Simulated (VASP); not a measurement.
# H10CO5 in VASP: further runs

Runs on H10CO5. Level: PBE+D3(BJ). Tasks: single point.

Everything below comes from runs of VASP 6.6.1. Logs are shortened: lines on timing, memory, paths and dates and some standing lists are left out, and cuts for length are marked.

### Step 1. The cell of the first run

The cell holds an amorphous packing of atoms, 16 atoms: a = 6.174 Å, b = 6.174 Å, c = 6.174 Å, α = 90.00°, β = 90.00°, γ = 90.00°.

### Step 2. Single point, PBE+D3(BJ)

Input file INCAR:

```
SYSTEM = H10CO5
PREC = Accurate
ENCUT = 520
EDIFF = 1E-6
ISMEAR = -1
SIGMA = 0.05
LREAL = Auto
LASPH = .TRUE.
NELM = 60
ALGO = Normal
ISIF = 2
LWAVE = .FALSE.
LCHARG = .FALSE.
GGA = PE
IVDW = 12
NBANDS = 36
```

Input file KPOINTS:

```
Automatic mesh
0
G
  1 1 1
  0 0 0
```

Input file POSCAR:

```
H10CO5
1.0
    6.1736310000      0.0000000000      0.0000000000
    0.0000000000      6.1736310000      0.0000000000
    0.0000000000      0.0000000000      6.1736310000
O H C
5 10 1
Direct
    0.4773961141      1.0178245019      0.8845948933
    0.4160620590      0.6689073154      0.2467038779
    0.1428486193      0.3103098588      0.4552841659
    0.7104564023      1.0085428779      0.4760840404
    0.8280326850      0.7241878761      0.9741480486
    0.3745526571      0.9545130137      0.9874210020
    0.6134180492      0.9481599894      0.9294318473
    0.3216181026      0.5578570129      0.3108167449
    0.5249036831      0.5865311764      0.1671653099
    0.0087713856      0.2301729720      0.4260199157
    0.2395838429      0.2020957755      0.5178370580
    0.6184133885      1.0234792467      0.6038265939
    0.6346492747      0.8976353111      0.3913794473
    0.9513406828      0.7150911273      0.6695223833
    1.0273541911      0.4860439059      0.8602693379
    0.9381419629      0.6403146390      0.8330366337
```

Potentials or basis: VASP PAW PBE potentials, release 64 (O, H, C).

On the command line:

```bash
$ cat potpaw_PBE.64/O/POTCAR potpaw_PBE.64/H/POTCAR potpaw_PBE.64/C/POTCAR > POTCAR
$ mpirun -np 1 vasp_gam > vasp.out
```

OUTCAR:

```text
SYSTEM = H10CO5
   PREC = Accurate
   ENCUT = 520
   EDIFF = 1E-6
   ISMEAR = -1
   LREAL = Auto
   LASPH = .TRUE.
   NELM = 60
   ISIF = 2
   GGA = PE
   IVDW = 12
 IVDW          = 12

 ion  position               nearest neighbor table
   1  0.477  0.018  0.885-   6 0.98   7 0.98
   2  0.416  0.669  0.247-   9 0.98   8 0.98
   3  0.143  0.310  0.455-  11 0.98  10 0.98
   4  0.710  0.009  0.476-  12 0.98  13 0.98
   5  0.828  0.724  0.974-  16 1.22
   6  0.375  0.955  0.987-   1 0.98
   7  0.613  0.948  0.929-   1 0.98
   8  0.322  0.558  0.311-   2 0.98
   9  0.525  0.587  0.167-   2 0.98
  10  0.009  0.230  0.426-   3 0.98
  11  0.240  0.202  0.518-   3 0.98
  12  0.618  0.023  0.604-   4 0.98
  13  0.635  0.898  0.391-   4 0.98
  14  0.951  0.715  0.670-  16 1.11
  15  0.027  0.486  0.860-  16 1.11
  16  0.938  0.640  0.833-  15 1.11  14 1.11   5 1.22

  LATTYP: Found a simple cubic cell.
 ALAT       =     6.1736310000

  Lattice vectors:

 A1 = (   6.1736310000,   0.0000000000,   0.0000000000)
 A2 = (   0.0000000000,   6.1736310000,   0.0000000000)
 A3 = (   0.0000000000,   0.0000000000,   6.1736310000)

Analysis of symmetry for initial positions (statically):
=====================================================================
 Subroutine PRICEL returns:
 Original cell was already a primitive cell.

 Routine SETGRP: Setting up the symmetry group for a
 simple cubic supercell.

 Subroutine GETGRP returns: Found  1 space group operations
 (whereof  1 operations were pure point group operations)
 out of a pool of 48 trial point group operations.

The static configuration has the point symmetry C_1 .

Analysis of symmetry for dynamics (positions and initial velocities):
=====================================================================
 Subroutine PRICEL returns:
 Original cell was already a primitive cell.

 Routine SETGRP: Setting up the symmetry group for a
 simple cubic supercell.

 Subroutine GETGRP returns: Found  1 space group operations
 (whereof  1 operations were pure point group operations)
 out of a pool of 48 trial point group operations.

The dynamic configuration has the point symmetry C_1 .

 Subroutine INISYM returns: Found  1 space group operations
 (whereof  1 operations are pure point group operations),
 and found     1 'primitive' translations

----------------------------------------------------------------------------------------

                                     Primitive cell

  volume of cell :     235.3000

  direct lattice vectors                    reciprocal lattice vectors
     6.173631000  0.000000000  0.000000000     0.161979231  0.000000000  0.000000000
     0.000000000  6.173631000  0.000000000     0.000000000  0.161979231  0.000000000
     0.000000000  0.000000000  6.173631000     0.000000000  0.000000000  0.161979231

  length of vectors
     6.173631000  6.173631000  6.173631000     0.161979231  0.161979231  0.161979231

  position of ions in fractional coordinates (direct lattice)
     0.477396114  0.017824502  0.884594893
     0.416062059  0.668907315  0.246703878
     0.142848619  0.310309859  0.455284166
     0.710456402  0.008542878  0.476084040
     0.828032685  0.724187876  0.974148049
     0.374552657  0.954513014  0.987421002
[... 8 lines left out ...]
     0.027354191  0.486043906  0.860269338
     0.938141963  0.640314639  0.833036634

  ion indices of the primitive-cell ions
   primitive index   ion index
                 1           1
                 2           2
                 3           3
                 4           4
                 5           5
                 6           6
[... 8 lines left out ...]
                15          15
                16          16

----------------------------------------------------------------------------------------

 KPOINTS: Automatic mesh

Automatic generation of k-mesh.
 Grid dimensions read from file:
 generate k-points for:    1    1    1

 Generating k-lattice:

  Cartesian coordinates                     Fractional coordinates (reciprocal lattice)
     0.161979231  0.000000000  0.000000000     1.000000000  0.000000000  0.000000000
     0.000000000  0.161979231  0.000000000     0.000000000  1.000000000  0.000000000
     0.000000000  0.000000000  0.161979231     0.000000000  0.000000000  1.000000000

  Length of vectors
     0.161979231  0.161979231  0.161979231

  Shift w.r.t. Gamma in fractional coordinates (k-lattice)
     0.000000000  0.000000000  0.000000000

 Subroutine IBZKPT returns following result:
 ===========================================

 Found      1 irreducible k-points:

 Following reciprocal coordinates:
            Coordinates               Weight
  0.000000  0.000000  0.000000      1.000000
   k-points           NKPTS =      1   k-points in BZ     NKDIM =      1   number of bands    NBANDS=     36
   number of dos      NEDOS =    301   number of ions     NIONS =     16
   total plane-waves  NPLWV = 110592
   dimension x,y,z NGX =    48 NGY =   48 NGZ =   48
   dimension x,y,z NGXF=    96 NGYF=   96 NGZF=   96
   ions per type =               5  10   1
   NGX,Y,Z   is equivalent  to a cutoff of  12.93, 12.93, 12.93 a.u.
   NGXF,Y,Z  is equivalent  to a cutoff of  25.85, 25.85, 25.85 a.u.
 SYSTEM =  H10CO5
   PREC   = accura    normal or accurate (medium, high low for compatibility)
   ISTART =      0    job   : 0-new  1-cont  2-samecut
   ICHARG =      2    charge: 1-file 2-atom 10-const
   ISPIN  =      1    spin polarized calculation?
   LNONCOLLINEAR =      F non collinear calculations
   LSORBIT =      F    spin-orbit coupling
   LASPH  =      T    aspherical Exc in radial PAW
   ENCUT  =  520.0 eV  38.22 Ry    6.18 a.u.  11.48 11.48 11.48*2*pi/ulx,y,z
   NELM   =     60;   NELMIN=  2; NELMDL= -5     # of ELM steps
   EDIFF  = 0.1E-05   stopping-criterion for ELM
   LREAL  =      T    real-space projection
   EDIFFG = 0.1E-04   stopping-criterion for IOM
   NSW    =      0    number of steps for IOM
[... 5 lines left out ...]
   TEBEG  =    0.0;   TEEND  =   0.0 temperature during run
   PSTRESS=    0.0 pullay stress
   NELECT =      44.0000    total number of electrons
   NUPDOWN=      -1.0000    fix difference up-down
   EMIN   =  10.00;   EMAX   =-10.00  energy-range for DOS
   EFERMI =   0.00;   METHOD = LEGACY
   ISMEAR =    -1;   SIGMA  =   0.05  broadening in eV -4-tet -1-fermi 0-gaus
   EFERMI_NEDOS =   21; number of points for ismear=-14 and -15
   IALGO  =     38    algorithm
   IMIX   =      4    mixing-type and parameters
     AMIX     =   0.40;   BMIX     =  1.00
     AMIX_MAG =   1.60;   BMIX_MAG =  1.00
  volume/ion in A,a.u.               =      14.71        99.24
  Fermi-wavevector in a.u.,A,eV,Ry     =   0.936164  1.769093 11.924175  0.876402
  Thomas-Fermi vector in A             =   2.063145
   LORBIT       =      0    0 simple, 1 ext, 2 COOP (PROOUT), +10 PAW based schemes
   GGA     = PE    functional components
   LHFCALC =     F    Hartree Fock is set to
   AEXX    =    0.0000 exact exchange contribution
   IVDW    =    12    specifies the selected vdW correction
   LEPSILON=     F    determine dielectric tensor
   LRPA    =     F    only Hartree local field effects (RPA)
 non-spin polarized calculation
  energy-cutoff  :      520.00
  volume of cell :      235.30
 maximum number of plane-waves:      3178
 NGX is ok and might be reduce to    48
   NGX = 23   NGY = 23   NGZ = 23

 number of electron      43.9999994 magnetization

 Free energy of the ion-electron system (eV)
  ---------------------------------------------------
  ext. energy  EPLUGINS =         0.00000000
  ---------------------------------------------------
  free energy    TOTEN  =       -80.58553259 eV

  energy without entropy =      -80.58553259  energy(sigma->0) =      -80.58553259

 E-fermi :  -3.0317     XC(G=0):  -5.6788

 val. band max:       -4.2839117494   @ k =   0.0000   0.0000   0.0000
 cond. band min:      -0.6687220379   @ k =   0.0000   0.0000   0.0000
 fundamental gap:      3.6151897115
 Fermi energy:        -3.0316714048

 k-point     1 :       0.0000    0.0000    0.0000
  band No.  band energies     occupation
      1     -24.7308      2.00000
      2     -23.0230      2.00000
      3     -22.8765      2.00000
      4     -22.7666      2.00000
      5     -22.4161      2.00000
      6     -13.5104      2.00000
[... 26 lines left out ...]
     33       6.2137      0.00000
     34       6.4333      0.00000
 [bands above 34 left out]

------------------------ aborting loop because EDIFF is reached ----------------------------------------

 Edisp (eV)   -0.40163

 E8    (eV) :    -0.0836

  FORCE on cell =-STRESS in cart. coord.  units (eV):
  Direction    XX          YY          ZZ          XY          YZ          ZX
  --------------------------------------------------------------------------------------
  -------------------------------------------------------------------------------------
  Total      -1.86866    -1.89309    -0.76187    -0.84950     0.45498    -0.07707
  in kB     -12.72385   -12.89024    -5.18761    -5.78430     3.09798    -0.52476
  external pressure =      -10.27 kB  Pullay stress =        0.00 kB

 VOLUME and BASIS-vectors are now :
 -----------------------------------------------------------------------------
  energy-cutoff  :      520.00
  volume of cell :      235.30
      direct lattice vectors                 reciprocal lattice vectors
     6.173631000  0.000000000  0.000000000     0.161979231  0.000000000  0.000000000
     0.000000000  6.173631000  0.000000000     0.000000000  0.161979231  0.000000000
     0.000000000  0.000000000  6.173631000     0.000000000  0.000000000  0.161979231

 POSITION                                       TOTAL-FORCE (eV/Angst)
 -----------------------------------------------------------------------------------
      2.94727      0.11004      5.46116        -0.095428     -0.025253      0.198966
      2.56861      4.12959      1.52306         0.029318     -0.075034     -0.038225
      0.88189      1.91574      2.81076        -0.033057     -0.098969      0.006254
      4.38610      0.05274      2.93917         0.077494     -0.040158     -0.138506
      5.11197      4.47087      6.01403        -0.171047      0.070473      0.264232
      2.31235      5.89281      6.09597         0.041251      0.072671     -0.157278
[... 8 lines left out ...]
      0.16887      3.00066      5.31099        -0.028238      0.032866      0.065154
      5.79174      3.95307      5.14286         0.180315     -0.092402     -0.328764
 -----------------------------------------------------------------------------------
    total drift:                                0.009958      0.000340      0.011458

  FREE ENERGIE OF THE ION-ELECTRON SYSTEM (eV)
  ---------------------------------------------------
  free  energy   TOTEN  =       -80.9871590525 eV

  energy  without entropy=      -80.9871590525  energy(sigma->0) =      -80.98715905
```

Wall time 16 s (1 thread of Intel Xeon 6975P-C, shared host); peak memory 0.31 GiB.

What came out:

```yaml
Free_energy: -80.9872 eV
Pressure: -1.0 GPa
Largest_force: 0.386 eV/Å
Band_gap_on_the_k_mesh: 3.62 eV
Dispersion_energy_per_atom: -0.025 eV
```

Forces on the atoms (eV/Å):
```
O   -0.095 -0.025  0.199
O    0.029 -0.075 -0.038
O   -0.033 -0.099  0.006
O    0.077 -0.040 -0.139
O   -0.171  0.070  0.264
H    0.041  0.073 -0.157
H    0.083 -0.075 -0.042
H   -0.046  0.029  0.016
H    0.020  0.054  0.028
H    0.013  0.031  0.033
H   -0.011  0.085 -0.015
H   -0.102  0.049  0.144
H    0.035  0.011 -0.024
H    0.008 -0.028 -0.012
H   -0.028  0.033  0.065
C    0.180 -0.092 -0.329
```

Stress tensor (GPa, compression positive):
```
-1.27 -0.58 -0.05
-0.58 -1.29  0.31
-0.05  0.31 -0.52
```

Caveat: the k points lie up to 1.02 Å⁻¹ apart.

(Continued in part 2 of 2.)
